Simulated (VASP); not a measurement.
The system is Na.

```
Na
1.0
     5.39000    0.00000    0.00000
     0.00000    5.39000    0.00000
     0.00000    0.00000    5.39000
Na
4
Cartesian
  0.0000 0.0000 0.0000
  0.0000 2.6950 2.6950
  2.6950 0.0000 2.6950
  2.6950 2.6950 0.0000
```

| Item | Value |
| --- | --- |
| Program | VASP 6.6.1 |
| Task | relaxation of volume and atoms at fixed shape |
| Functional | LDA |
| Potentials or basis | VASP PAW LDA potentials, release 64 (Na_pv) |
| Cutoff | 600 eV |
| k mesh | 3 × 3 × 3 |
| Occupations | fermi-dirac, width 0.1 eV |
| Spin | no spin polarisation |

At the start: pressure -1.0 GPa; volume 39.15 Å³/atom.

Task: How do energy, volume and symmetry change on relaxing?

Result: Over 4 steps the energy falls by 17.6 meV/atom and the volume is 33.83 Å³/atom (-13.6 %); space group Fm-3m (No. 225, to 0.05 Å).

Step by step:
| step | energy change (eV) | largest force (eV/Å) | pressure (GPa) | volume (Å³) |
| --- | --- | --- | --- | --- |
| 1 | 0.0000 | 0.0000 | -0.96 | 156.59 |
| 2 | -0.0286 | 0.0000 | -0.79 | 151.33 |
| 3 | -0.0704 | 0.0000 | -0.05 | 136.27 |
| 4 | -0.0704 | 0.0000 | 0.03 | 135.31 |

Final structure:
```xyz
4
Lattice="5.1339 0.0000 0.0000 0.0000 5.1339 0.0000 0.0000 0.0000 5.1339" Properties=species:S:1:pos:R:3 pbc="T T T"
Na    0.0000    5.1339    0.0000
Na    0.0000    2.5670    2.5670
Na    2.5670    0.0000    2.5670
Na    2.5670    2.5670    0.0000
```

Caveat: the k points lie up to 0.41 Å⁻¹ apart in the final cell.
